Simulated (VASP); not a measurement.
# V (Im-3m) in VASP: further runs

The runs below take V through single point, with r2SCAN.

Everything below comes from runs of VASP 6.6.1. Logs are shortened: lines on timing, memory, paths and dates and some standing lists are left out, and cuts for length are marked.

## Step 1: The cell of the first run

It takes space group Im-3m (No. 229, cubic). The conventional cell has a = 3.026 Å, b = 3.026 Å, c = 3.026 Å, α = 90.00°, β = 90.00°, γ = 90.00°. V (site symmetry m-3m) has 14 V at 2.62 to 3.03 Å within 3.5 Å.

## Step 2: Single point, r2SCAN, collinear spin, zero start

POSCAR

```
V
1.0
   -1.5130000000      1.5130000000      1.5130000000
    1.5130000000     -1.5130000000      1.5130000000
    1.5130000000      1.5130000000     -1.5130000000
V
1
Direct
    0.0000000000      0.0000000000      0.0000000000
```

INCAR.step1

```
PREC     = Accurate       # precision mode
ENCUT    = 520            # plane-wave cutoff, eV
ISMEAR   = -1             # smearing method
SIGMA    = 0.1            # smearing width, eV
LREAL    = False          # projectors in reciprocal space
LASPH    = True           # aspherical terms in the spheres
NELM     = 150            # most SCF steps
ISPIN    = 2              # spin polarisation
MAGMOM   = 0              # initial moments
NUPDOWN  = 0.0            # fixed moment
LMAXMIX  = 4              # l up to which the mixer works
NBANDS   = 16             # bands
GGA      = PE             # functional
ALGO     = Normal         # electronic algorithm
EDIFF    = 1E-4           # SCF threshold, eV
LWAVE    = True           # write WAVECAR
LCHARG   = False          # write CHGCAR
```

INCAR.step2

```
PREC     = Accurate       # precision mode
ENCUT    = 520            # plane-wave cutoff, eV
EDIFF    = 1E-7           # SCF threshold, eV
ISMEAR   = -1             # smearing method
SIGMA    = 0.1            # smearing width, eV
LREAL    = False          # projectors in reciprocal space
LASPH    = True           # aspherical terms in the spheres
NELM     = 150            # most SCF steps
ALGO     = Normal         # electronic algorithm
ISIF     = 2              # what is computed and relaxed
LWAVE    = False          # write WAVECAR
LCHARG   = False          # write CHGCAR
ISPIN    = 2              # spin polarisation
MAGMOM   = 0              # initial moments
LORBIT   = 11             # projections on sites
NUPDOWN  = 0.0            # fixed moment
LMAXMIX  = 4              # l up to which the mixer works
METAGGA  = R2SCAN         # meta-GGA
LMIXTAU  = True         
NBANDS   = 16             # bands
ISTART   = 1
```

KPOINTS

```
Automatic mesh
0
Gamma
  12 12 12
```

Potentials or basis: VASP PAW PBE potentials, release 64 (V_sv).

The run is started by

```sh
cat potpaw_PBE.64/V_sv/POTCAR > POTCAR
cp INCAR.step1 INCAR
mpirun -np 1 vasp_std > vasp.out
cp INCAR.step2 INCAR
mpirun -np 1 vasp_std > vasp.out
```

OUTCAR:

```text
PREC = Accurate
   ENCUT = 520
   EDIFF = 1E-7
   ISMEAR = -1
   LREAL = False
   LASPH = True
   NELM = 150
   ISIF = 2
   ISPIN = 2
   LORBIT = 11
   NUPDOWN = 0.0
   METAGGA = R2SCAN
   ISTART = 1

 ion  position               nearest neighbor table
   1  0.000  0.000  0.000-

  LATTYP: Found a body centered cubic cell.
 ALAT       =     3.0260000000

  Lattice vectors:

 A1 = (  -1.5130000000,   1.5130000000,   1.5130000000)
 A2 = (   1.5130000000,  -1.5130000000,   1.5130000000)
 A3 = (   1.5130000000,   1.5130000000,  -1.5130000000)

Analysis of symmetry for initial positions (statically):
=====================================================================
 Subroutine PRICEL returns:
 Original cell was already a primitive cell.

 Routine SETGRP: Setting up the symmetry group for a
 body centered cubic supercell.

 Subroutine GETGRP returns: Found 48 space group operations
[... 9 lines left out ...]

 Routine SETGRP: Setting up the symmetry group for a
 body centered cubic supercell.

 Subroutine GETGRP returns: Found 48 space group operations
 (whereof 48 operations were pure point group operations)
 out of a pool of 48 trial point group operations.

The dynamic configuration has the point symmetry O_h .

Analysis of structural, dynamic, and magnetic symmetry:
=====================================================================
 Subroutine PRICEL returns:
 Original cell was already a primitive cell.

 Routine SETGRP: Setting up the symmetry group for a
 body centered cubic supercell.

 Subroutine GETGRP returns: Found 48 space group operations
 (whereof 48 operations were pure point group operations)
 out of a pool of 48 trial point group operations.

The overall configuration has the point symmetry O_h .

 Subroutine INISYM returns: Found 48 space group operations
[... 5 lines left out ...]
                                     Primitive cell

  volume of cell :      13.8541

  direct lattice vectors                    reciprocal lattice vectors
    -1.513000000  1.513000000  1.513000000     0.000000000  0.330469266  0.330469266
     1.513000000 -1.513000000  1.513000000     0.330469266  0.000000000  0.330469266
     1.513000000  1.513000000 -1.513000000     0.330469266  0.330469266  0.000000000

  length of vectors
     2.620592872  2.620592872  2.620592872     0.467354118  0.467354118  0.467354118

  position of ions in fractional coordinates (direct lattice)
     0.000000000  0.000000000  0.000000000

  ion indices of the primitive-cell ions
   primitive index   ion index
                 1           1

----------------------------------------------------------------------------------------

 KPOINTS: Automatic mesh

Automatic generation of k-mesh.
 Grid dimensions read from file:
 generate k-points for:   12   12   12

 Generating k-lattice:

  Cartesian coordinates                     Fractional coordinates (reciprocal lattice)
     0.000000000  0.027539106  0.027539106     0.083333333  0.000000000  0.000000000
     0.027539106  0.000000000  0.027539106     0.000000000  0.083333333  0.000000000
     0.027539106  0.027539106  0.000000000     0.000000000  0.000000000  0.083333333

  Length of vectors
     0.038946177  0.038946177  0.038946177

  Shift w.r.t. Gamma in fractional coordinates (k-lattice)
     0.000000000  0.000000000  0.000000000

 Subroutine IBZKPT returns following result:
 ===========================================

 Found     72 irreducible k-points:

 Following reciprocal coordinates:
            Coordinates               Weight
  0.000000  0.000000  0.000000      1.000000
  0.083333  0.000000  0.000000     12.000000
  0.166667  0.000000  0.000000     12.000000
  0.250000  0.000000  0.000000     12.000000
  0.333333  0.000000  0.000000     12.000000
  0.416667  0.000000  0.000000     12.000000
[... 16 lines left out ...]
  0.333333  0.083333  0.083333     24.000000
  0.416667  0.083333  0.083333     12.000000
 [... further k-points ...]
   k-points           NKPTS =     72   k-points in BZ     NKDIM =     72   number of bands    NBANDS=     16
   number of dos      NEDOS =    301   number of ions     NIONS =      1
   total plane-waves  NPLWV =   8000
   dimension x,y,z NGX =    20 NGY =   20 NGZ =   20
   dimension x,y,z NGXF=    40 NGYF=   40 NGZF=   40
   ions per type =               1
   NGX,Y,Z   is equivalent  to a cutoff of  12.69, 12.69, 12.69 a.u.
   NGXF,Y,Z  is equivalent  to a cutoff of  25.38, 25.38, 25.38 a.u.
 SYSTEM =  unknown system
   PREC   = accura    normal or accurate (medium, high low for compatibility)
   ISTART =      1    job   : 0-new  1-cont  2-samecut
   ICHARG =      0    charge: 1-file 2-atom 10-const
   ISPIN  =      2    spin polarized calculation?
   LNONCOLLINEAR =      F non collinear calculations
   LSORBIT =      F    spin-orbit coupling
   LASPH  =      T    aspherical Exc in radial PAW
   ENCUT  =  520.0 eV  38.22 Ry    6.18 a.u.   4.87  4.87  4.87*2*pi/ulx,y,z
   NELM   =    150;   NELMIN=  2; NELMDL=  0     # of ELM steps
   EDIFF  = 0.1E-06   stopping-criterion for ELM
   LREAL  =      F    real-space projection
   EDIFFG = 0.1E-05   stopping-criterion for IOM
   NSW    =      0    number of steps for IOM
   IBRION =     -1    ionic relax: 0-MD 1-quasi-New 2-CG
   NFREE  =      0    steps in history (QN), initial steepest desc. (CG)
   ISIF   =      2    stress and relaxation
   ISYM   =      2    0-nonsym 1-usesym 2-fastsym
   POTIM  = 0.5000    time-step for ionic-motion
   TEBEG  =    0.0;   TEEND  =   0.0 temperature during run
   PSTRESS=    0.0 pullay stress
   NELECT =      13.0000    total number of electrons
   NUPDOWN=       0.0000    fix difference up-down
   EMIN   =  10.00;   EMAX   =-10.00  energy-range for DOS
   EFERMI =   0.00;   METHOD = LEGACY
   ISMEAR =    -1;   SIGMA  =   0.10  broadening in eV -4-tet -1-fermi 0-gaus
   EFERMI_NEDOS =   21; number of points for ismear=-14 and -15
   IALGO  =     38    algorithm
   IMIX   =      4    mixing-type and parameters
     AMIX     =   0.40;   BMIX     =  1.00
     AMIX_MAG =   1.60;   BMIX_MAG =  1.00
  volume/ion in A,a.u.               =      13.85        93.49
  Fermi-wavevector in a.u.,A,eV,Ry     =   1.602742  3.028744 34.950411  2.568783
  Thomas-Fermi vector in A             =   2.699515
   LORBIT       =     11    0 simple, 1 ext, 2 COOP (PROOUT), +10 PAW based schemes
   METAGGA = R2SCAN    functional components
   LHFCALC =     F    Hartree Fock is set to
   AEXX    =    0.0000 exact exchange contribution
   IVDW    =     0    specifies the selected vdW correction
   LEPSILON=     F    determine dielectric tensor
   LRPA    =     F    only Hartree local field effects (RPA)
 spin polarized calculation
  energy-cutoff  :      520.00
  volume of cell :       13.85
 maximum number of plane-waves:       384
   NGX =  9   NGY =  9   NGZ =  9

 number of electron      12.9999996 magnetization       0.0000000

 number of electron      12.9999996 magnetization      -0.0000000

 Free energy of the ion-electron system (eV)
  ---------------------------------------------------
  ext. energy  EPLUGINS =         0.00000000
  ---------------------------------------------------
  free energy    TOTEN  =       -14.14155386 eV

  energy without entropy =      -14.08084063  energy(sigma->0) =      -14.11119724

 E-fermi :   9.3276     XC(G=0): -13.8959

 val. band max:        9.3140390537   @ k =   0.2500   0.0000   0.0000
 cond. band min:       9.3312563038   @ k =  -0.4167   0.5000   0.1667
 fundamental gap:      0.0172172501
 Fermi energy:         9.3275770413

 spin component 1

 k-point     1 :       0.0000    0.0000    0.0000
  band No.  band energies     occupation
      1     -57.0386      1.00000
      2     -29.2337      1.00000
      3     -29.2337      1.00000
      4     -29.2337      1.00000
      5       2.3170      1.00000
      6       9.7908      0.00964
[... 8 lines left out ...]
     15      37.5416      0.00000
     16      41.7162      0.00000

 k-point     2 :       0.0833    0.0000    0.0000
  band No.  band energies     occupation
      1     -57.0264      1.00000
      2     -29.2936      1.00000
      3     -29.2519      1.00000
      4     -29.2341      1.00000
      5       2.6021      1.00000
      6       9.6710      0.03123
[... 8 lines left out ...]
     15      38.0700      0.00000
     16      39.4413      0.00000

 k-point     3 :       0.1667    0.0000    0.0000
  band No.  band energies     occupation
      1     -56.9928      1.00000
      2     -29.4553      1.00000
      3     -29.3013      1.00000
      4     -29.2352      1.00000
      5       3.4059      1.00000
      6       9.3565      0.42826
[... 8 lines left out ...]
     15      36.6827      0.00000
     16      37.3536      0.00000
[... 362 lines left out ...]
 k-point    23 :       0.3333    0.0833    0.0833
  band No.  band energies     occupation
      1     -56.8609      1.00000
      2     -29.9951      1.00000
      3     -29.5129      1.00000
      4     -29.2933      1.00000
      5       6.4911      1.00000
      6       8.1967      0.99999
[... 8 lines left out ...]
     15      39.1811      0.00000
     16      40.4217      0.00000

 k-point    24 :       0.4167    0.0833    0.0833
  band No.  band energies     occupation
      1     -56.8498      1.00000
      2     -30.0327      1.00000
      3     -29.5400      1.00000
      4     -29.2950      1.00000
      5       6.5290      1.00000
      6       8.1185      0.99999
[... 8 lines left out ...]
     15      39.4009      0.00000
     16      39.8250      0.00000

 [... further k-points ...]

 spin component 2

 k-point     1 :       0.0000    0.0000    0.0000
  band No.  band energies     occupation
      1     -57.0386      1.00000
      2     -29.2337      1.00000
      3     -29.2337      1.00000
      4     -29.2337      1.00000
      5       2.3170      1.00000
      6       9.7908      0.00964
[... 8 lines left out ...]
     15      37.5416      0.00000
     16      41.7163      0.00000

 k-point     2 :       0.0833    0.0000    0.0000
  band No.  band energies     occupation
      1     -57.0264      1.00000
      2     -29.2936      1.00000
      3     -29.2519      1.00000
      4     -29.2341      1.00000
      5       2.6021      1.00000
      6       9.6710      0.03123
[... 8 lines left out ...]
     15      38.0700      0.00000
     16      39.4413      0.00000

 k-point     3 :       0.1667    0.0000    0.0000
  band No.  band energies     occupation
      1     -56.9928      1.00000
      2     -29.4553      1.00000
      3     -29.3013      1.00000
      4     -29.2352      1.00000
      5       3.4059      1.00000
      6       9.3565      0.42826
[... 8 lines left out ...]
     15      36.6827      0.00000
     16      37.3536      0.00000
[... 362 lines left out ...]
 k-point    23 :       0.3333    0.0833    0.0833
  band No.  band energies     occupation
      1     -56.8609      1.00000
      2     -29.9951      1.00000
      3     -29.5129      1.00000
      4     -29.2933      1.00000
      5       6.4911      1.00000
      6       8.1967      0.99999
[... 8 lines left out ...]
     15      39.1811      0.00000
     16      40.4217      0.00000

 k-point    24 :       0.4167    0.0833    0.0833
  band No.  band energies     occupation
      1     -56.8498      1.00000
      2     -30.0327      1.00000
      3     -29.5400      1.00000
      4     -29.2950      1.00000
      5       6.5290      1.00000
      6       8.1185      0.99999
[... 8 lines left out ...]
     15      39.4009      0.00000
     16      39.8250      0.00000

 [... further k-points ...]
[... 5 lines left out ...]
  --------------------------------------------------------------------------------------
  -------------------------------------------------------------------------------------
  Total       -0.5825862     -0.5825862     -0.5825862      0.0000000      0.0000000      0.0000000
  in kB      -67.3742534    -67.3742534    -67.3742534      0.0000000      0.0000000      0.0000000
  external PRESSURE =     -67.3742534 kB  Pullay stress =       0.0000000 kB

 VOLUME and BASIS-vectors are now :
 -----------------------------------------------------------------------------
  energy-cutoff  :      520.00
  volume of cell :       13.85
      direct lattice vectors                 reciprocal lattice vectors
    -1.513000000  1.513000000  1.513000000     0.000000000  0.330469266  0.330469266
     1.513000000 -1.513000000  1.513000000     0.330469266  0.000000000  0.330469266
     1.513000000  1.513000000 -1.513000000     0.330469266  0.330469266  0.000000000

 POSITION                                       TOTAL-FORCE (eV/Angst)
 -----------------------------------------------------------------------------------
      0.00000      0.00000      0.00000         0.000000      0.000000      0.000000
 -----------------------------------------------------------------------------------
    total drift:                                0.000000      0.000000      0.000000

  FREE ENERGIE OF THE ION-ELECTRON SYSTEM (eV)
  ---------------------------------------------------
  free  energy   TOTEN  =       -14.1415538570 eV

  energy  without entropy=      -14.0808406283  energy(sigma->0) =      -14.11119724

 total charge

# of ion       s       p       d       tot
------------------------------------------
    1        2.330   6.227   3.014  11.572

 magnetization (x)

# of ion       s       p       d       tot
------------------------------------------
    1        0.000   0.000   0.000   0.000
```

Wall time 3.2 min (1 thread of Intel Xeon 8259CL, shared host); peak memory 0.15 GiB.

What came out:

| Item | Value |
| --- | --- |
| Free energy | -14.1416 eV |
| Pressure | -6.7 GPa |
| Net moment | 0.00 μB per cell |
| Valence electrons inside the program's atomic spheres | V 11.57 |

Caveat: the PAW data sets were made with another functional, which shifts forces and pressure a little; the total moment is fixed, so each spin has its own Fermi level.

## Step 3: Single point, r2SCAN, collinear spin, ferromagnetic start

POSCAR is that of step 2.

INCAR.step1

```
  PREC = Accurate
  ENCUT = 520
  ISMEAR = -1
  SIGMA = 0.1
  LREAL = False
  LASPH = True
  NELM = 150
  ISPIN = 2
  MAGMOM = 2
  LMAXMIX = 4
  NBANDS = 16
  GGA = PE
  ALGO = Normal
  EDIFF = 1E-4
  LWAVE = True
  LCHARG = False
```

INCAR.step2

```
  PREC = Accurate
  ENCUT = 520
  EDIFF = 1E-6
  ISMEAR = -1
  SIGMA = 0.1
  LREAL = False
  LASPH = True
  NELM = 150
  ALGO = Normal
  ISIF = 2
  LWAVE = False
  LCHARG = False
  ISPIN = 2
  MAGMOM = 2
  LORBIT = 11
  LMAXMIX = 4
  METAGGA = R2SCAN
  LMIXTAU = True
  NBANDS = 16
  ISTART = 1
```

KPOINTS is that of step 2.

Potentials or basis: VASP PAW PBE potentials, release 64 (V_sv).

The run is started by

```sh
cat potpaw_PBE.64/V_sv/POTCAR > POTCAR
cp INCAR.step1 INCAR
mpirun -np 1 vasp_std > vasp.out
cp INCAR.step2 INCAR
mpirun -np 1 vasp_std > vasp.out
```

It took 3.5 min on 1 thread of Intel Xeon 8259CL, shared host; peak memory 0.15 GiB.

It converged, with:

```
Free energy                                           : -14.1416 eV
Pressure                                              : -6.7 GPa
Net moment                                            : 0.00 μB per cell
Valence electrons inside the program's atomic spheres : V 11.57
```

Levels at points of the mesh, in eV from the Fermi level:
Spin up:
| k point | band 3 | band 4 | band 5 | band 6 | band 7 | band 8 | band 9 | band 10 |
| --- | --- | --- | --- | --- | --- | --- | --- | --- |
| (0.00, 0.00, 0.00) | -38.56 | -38.56 | -7.01 | 0.46 | 0.46 | 0.46 | 2.58 | 2.58 |
| (0.50, 0.00, 0.00) | -38.83 | -38.57 | -3.25 | -1.10 | 1.40 | 2.54 | 2.94 | 4.12 |
| (0.50, 0.50, 0.50) | -39.15 | -39.15 | -2.98 | -2.98 | 3.74 | 3.74 | 3.74 | 10.35 |
Spin down:
| k point | band 2 | band 3 | band 4 | band 5 | band 6 | band 7 | band 8 | band 9 | band 10 | band 11 |
| --- | --- | --- | --- | --- | --- | --- | --- | --- | --- | --- |
| (0.00, 0.00, 0.00) | -38.56 | -38.56 | -38.56 | -7.01 | 0.46 | 0.46 | 0.46 | 2.58 | 2.58 | 21.01 |
| (0.50, 0.00, 0.00) | -39.42 | -38.83 | -38.57 | -3.25 | -1.10 | 1.40 | 2.54 | 2.94 | 4.12 | 10.23 |
| (0.50, 0.50, 0.50) | -39.14 | -39.14 | -39.14 | -2.98 | -2.98 | 3.74 | 3.74 | 3.74 | 10.35 | 10.35 |

Caveat: the PAW data sets were made with another functional, which shifts forces and pressure a little.
